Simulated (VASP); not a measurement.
Here is a VASP 6.6.1 calculation.

Contents of INCAR:

```
PREC = Accurate
ENCUT = 520
EDIFF = 1E-6
ISMEAR = 0
SIGMA = 0.05
LREAL = F
LASPH = T
NELM = 100
ALGO = Normal
ISIF = 2
LWAVE = F
LCHARG = T
GGA = PS
LELF = T
LVHAR = T
NBANDS = 16
```

Contents of KPOINTS:

```
regular mesh
0
Gamma
  12 12 12
```

Contents of POSCAR:

```
ZnSe
1.0
    0.0000000000      2.4456810603      2.4456810603
    2.4456810603      0.0000000000      2.4456810603
    2.4456810603      2.4456810603      0.0000000000
Se Zn
1 1
Direct
    0.0000000000      0.0000000000      0.0000000000
    0.5000000000      0.5000000000      0.5000000000
```

Potentials or basis: VASP PAW PBE potentials, release 64 (Se, Zn).

The run is started by

```bash
$ cat potpaw_PBE.64/Se/POTCAR potpaw_PBE.64/Zn/POTCAR > POTCAR
$ mpirun -np 1 vasp_std > vasp.out
```

Problem. What does it give for the band gap on the k mesh?

Solution. Zero (band 9 reaches 6.17 eV, above the bottom of band 10 at 4.85 eV).

Problem. Estimate the pressure.

Solution. 31.6 GPa.

Caveat: the PAW data sets were made with another functional, which shifts forces and pressure a little.
